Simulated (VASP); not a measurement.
# GaGe3: single point with PBEsol

GaGe3:

```
Ge Ga
1.0
     0.00000    3.38717    3.38717
     3.38717    0.00000    3.38717
     3.38717    3.38717    0.00000
Ge Ga
3 1
Direct
  0.50734 0.50116 0.49465
  0.75945 0.75176 0.74618
  0.24907 0.25508 0.25198
  0.00983 0.98232 0.01066
```

This cell differs from its parent crystal: atoms moved at random.

* Program: VASP 6.6.1
* Task: single point
* Functional: PBEsol
* Potentials or basis: VASP PAW PBE potentials, release 64 (Ge_d, Ga_d)
* Cutoff: 520 eV
* k mesh: 7 × 7 × 7
* Occupations: fermi-dirac, width 0.05 eV
* Spin: no spin polarisation

```
Pressure      : -3.7 GPa
Largest force : 0.156 eV/Å
```

Forces on the atoms (eV/Å):
```
Ge   0.019  0.028 -0.026
Ge   0.009  0.019 -0.054
Ge  -0.074  0.062 -0.023
Ga   0.046 -0.108  0.103
```

Stress tensor (GPa, compression positive):
```
-3.77 -0.01  0.03
-0.01 -3.73 -0.08
 0.03 -0.08 -3.73
```

Levels at points of the mesh, in eV from the Fermi level:
```tsv
k point	band 24	band 25	band 26	band 27	band 28	band 29	band 30	band 31
(0.00, 0.00, 0.00)	-1.58	-1.56	-1.54	-1.29	-1.25	-1.21	-1.08	0.27
```

Wall time 6.3 min on 1 thread of Intel Xeon 6975P-C (shared host), peak memory 0.5 GiB.

Caveat: the cell differs from its parent crystal (atoms moved at random); the PAW data sets were made with another functional, which shifts forces and pressure a little.
